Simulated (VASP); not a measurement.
Input of a VASP 6.6.1 run:

File INCAR:

```
  PREC = Accurate
  ENCUT = 520
  EDIFF = 1E-7
  ISMEAR = 0
  SIGMA = 0.05
  LREAL = False
  LASPH = True
  NELM = 80
  ALGO = Normal
  ISIF = 2
  LWAVE = False
  LCHARG = True
  GGA = RE
  IVDW = 13
  LELF = True
  LVHAR = True
  NBANDS = 16
```

The input KPOINTS:

```
regular mesh
0
Gamma
  10 10 10
```

The input POSCAR:

```
GaN
1.0
    0.0000000000      2.1116352507      2.1116352507
    2.1116352507      0.0000000000      2.1116352507
    2.1116352507      2.1116352507      0.0000000000
Ga N
1 1
Direct
    0.5000000000      0.5000000000      0.5000000000
    0.0000000000      0.0000000000      0.0000000000
```

Potentials or basis: VASP PAW PBE potentials, release 64 (Ga_d, N).

Launch:

```bash
$ cat potpaw_PBE.64/Ga_d/POTCAR potpaw_PBE.64/N/POTCAR > POTCAR
$ mpirun -np 1 vasp_std > vasp.out
```

Question: Predict the dispersion energy per atom.

Answer: -0.849 eV.

Question: Predict the band gap on the k mesh.

Answer: 0.71 eV, indirect (least direct gap 2.79 eV).

 A k mesh can miss the band edges.
